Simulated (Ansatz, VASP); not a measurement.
## One calculation of PtS2, two programs

Contents of INCAR:

```
SYSTEM = PtS2
PREC     = Accurate       ! precision mode
ENCUT    = 520            ! plane-wave cutoff, eV
EDIFF    = 1E-6           ! SCF threshold, eV
ISMEAR   = 0              ! smearing method
SIGMA    = 0.05           ! smearing width, eV
LREAL    = .False.        ! projectors in reciprocal space
LASPH    = .True.         ! aspherical terms in the spheres
NELM     = 100            ! most SCF steps
ALGO     = Normal         ! electronic algorithm
ISIF     = 2              ! what is computed and relaxed
LWAVE    = .False.        ! write WAVECAR
LCHARG   = .False.        ! write CHGCAR
LDIPOL   = .True.       
IDIPOL   = 3            
DIPOL    = 0.5 0.5 0.387
GGA      = PE             ! functional
IVDW     = 12             ! dispersion correction
NBANDS   = 31             ! bands
```

File KPOINTS:

```
regular mesh
0
Gamma
  9 9 1
  0 0 0
```

File POSCAR:

```
PtS2
1.0
    3.5415278079      0.0000000000      0.0000000000
   -1.7707639039      3.0670530498      0.0000000000
    0.0000000000      0.0000000000     22.4670615492
S Pt
4 2
Direct
    0.6666666667      0.3333333333      0.2002932155
    0.3333333333      0.6666666667      0.3108341854
    0.5000000000      1.0000000000      0.4639472212
    0.1666666667      1.3333333333      0.5744881911
    0.0000000000      0.0000000000      0.2555637004
   -0.1666666667      0.6666666667      0.5192177062
```

Input for Ansatz:

```yaml
crystal:
  lattice:
    - [3.5415278079, 0.0, 0.0]
    - [-1.7707639039, 3.0670530498, 0.0]
    - [0.0, 0.0, 22.4670615492]
  atoms:
    - { symbol: S, position: [0.6666666667, 0.3333333333, 0.2002932155] }
    - { symbol: Pt, position: [0.0, 0.0, 0.2555637004] }
    - { symbol: S, position: [0.3333333333, 0.6666666667, 0.3108341854] }
    - { symbol: S, position: [0.5, 1.0, 0.4639472212] }
    - { symbol: Pt, position: [-0.1666666667, 0.6666666667, 0.5192177062] }
    - { symbol: S, position: [0.1666666667, 1.3333333333, 0.5744881911] }
basis:
  ecutwfc: 420
kpoints:
  mp_grid: { grid: [9, 9, 1] }
hamiltonian:
  xc: pbe
  pseudopotentials: { kind: paw, azcp: { folder: soft_1 } }
  dispersion: d3bj
scf:
  occupations: { method: gaussian, width: 0.05 }
output:
  forces: true
  eigenvalues: true
  write_density: true
  write_potential: true
  elf: true
  volumetric_format: npy
efield:
  axis: 3
  dipole_correction: true
  ramp_width: 0.04
```

Alike in both runs: task single point; functional PBE; dispersion D3(BJ); k mesh 9 × 9 × 1; occupations gaussian, width 0.05 eV; no spin polarisation.

|  | VASP | Ansatz |
| --- | --- | --- |
| version | VASP 6.6.1 | Ansatz 0.2.0 |
| potentials or method | VASP PAW PBE potentials, release 64 (S, Pt), cutoff 520 eV | scalar-relativistic, plane waves, PAW |
| valence electrons in the cell | 44 | 60 |

|  | VASP | Ansatz | Ansatz less VASP |
| --- | --- | --- | --- |
| gap on the k mesh at the Fermi level (eV) | 1.41 | 1.41 | -0.006 |
| least direct gap on the mesh (eV) | 1.53 | 1.52 | -0.007 |
| rms of the force components (eV/Å) | 0.033 | 0.029 | -0.0036 |

VASP's potentials hold 44 valence electrons a cell and Ansatz's 60, so a difference there can come from the potentials and not from the codes. Ansatz's warnings: xc potential rough in thin density.

Neither program's run includes spin-orbit coupling.
